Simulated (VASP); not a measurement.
# C: single point with PBE

The system is C.

```
CELL_PARAMETERS angstrom
0.00000 1.78582 1.78582
1.78582 0.00000 1.78582
1.78582 1.78582 0.00000
ATOMIC_POSITIONS crystal
C 0.25000 0.25000 0.25000
C 0.00000 0.00000 0.00000
```

| Quantity | Value |
| --- | --- |
| Program | VASP 6.6.1 |
| Task | single point |
| Functional | PBE |
| Potentials or basis | VASP PAW PBE potentials, release 64 (C) |
| Cutoff | 600 eV |
| k mesh | 12 × 12 × 12 |
| Occupations | gaussian, width 0.02 eV |
| Spin | no spin polarisation |
| Dipole correction | no |
| Further INCAR settings | ALGO = Normal; EDIFF = 1e-06; NBANDS = 11 |

| Item | Value |
| --- | --- |
| Pressure | 0.0 GPa |
| Band gap on the k mesh | 4.14 eV (least direct gap 5.58 eV) |

Levels at points of the mesh, in eV from the valence-band top:
```tsv
k point	band 1	band 2	band 3	band 4	band 5	band 6	band 7	band 8	band 9
(0.00, 0.00, 0.00)	-21.42	0.00	0.00	0.00	5.58	5.58	5.58	13.24	19.24
(0.50, 0.00, 0.00)	-15.67	-13.33	-2.79	-2.79	8.44	8.44	8.79	15.66	21.83
(0.50, 0.50, 0.00)	-12.74	-12.74	-6.27	-6.27	4.75	4.75	16.74	16.74	23.15
```

It took 5.1 s on 1 thread of AMD EPYC 9R45 96-Core Processor (Zen 5), on a shared host, peak memory 0.09 GiB.

A k mesh can miss the band edges.
